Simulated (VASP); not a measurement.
A run of VASP 6.6.1:

File INCAR:

```
PREC = Accurate
ENCUT = 520
EDIFF = 1E-7
ISMEAR = 0
SIGMA = 0.1
LREAL = False
LASPH = True
NELM = 100
ALGO = Fast
ISIF = 2
LWAVE = False
LCHARG = False
GGA = PS
NBANDS = 18
```

Contents of KPOINTS:

```
Automatic mesh
0
Gamma
  12 12 12
```

The input POSCAR:

```
YCu
1.0
    3.2189675445      0.0000000000      0.0000000000
    0.0000000000      3.2189675445      0.0000000000
    0.0000000000      0.0000000000      3.6384531294
Y Cu
1 1
Direct
    0.0000000000      0.0000000000      0.0000000000
    0.5000000000      0.5000000000      0.5000000000
```

Potentials or basis: VASP PAW PBE potentials, release 64 (Y_sv, Cu).

The run is started by

```sh
$ cat potpaw_PBE.64/Y_sv/POTCAR potpaw_PBE.64/Cu/POTCAR > POTCAR
$ mpirun -np 1 vasp_std > vasp.out
```

Hardware: 1 thread of Intel(R) Xeon(R) 6975P-C (Granite Rapids), with other jobs on the host.

Question: Estimate the wall time of this run.

Answer: Wall time 66 s on 1 thread of Intel(R) Xeon(R) 6975P-C (Granite Rapids), on a shared host, peak memory 0.27 GiB. Counts: scf iterations 24, k points 196.
